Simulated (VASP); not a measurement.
A run of VASP 6.6.1 is set up as follows.

The input INCAR:

```
SYSTEM = Sb
PREC = Accurate ; ENCUT = 520
EDIFF = 1E-6 ; ISMEAR = -1
SIGMA = 0.08 ; LREAL = .FALSE.
LASPH = .TRUE. ; NELM = 80
ALGO = Normal ; ISIF = 2
LWAVE = .FALSE. ; LCHARG = .FALSE.
GGA = PE ; NBANDS = 12
```

File KPOINTS:

```
Automatic mesh
0
G
  15 15 15
  0 0 0
```

POSCAR

```
Sb
1.0
   -2.6764572816      2.6764572816      1.4162942692
    2.6764572816     -2.6764572816      1.4162942692
    2.6764572816      2.6764572816     -1.4162942692
Sb
2
Direct
   -0.3750000000     -0.1250000000     -0.2500000000
    0.3750000000      0.1250000000      0.2500000000
```

Potentials or basis: VASP PAW PBE potentials, release 64 (Sb).

Command:

```bash
$ cat potpaw_PBE.64/Sb/POTCAR > POTCAR
$ mpirun -np 1 vasp_std > vasp.out
```

(1) What does it give for the pressure?

(2) Predict the band gap on the k mesh.

## Answers

(1) 49.7 GPa.

(2) zero (bands 5 and 6 overlap by 7.71 eV).

Caveat: the cell stands under pressure; spin-orbit coupling is left out, which moves the levels of the heavy elements.
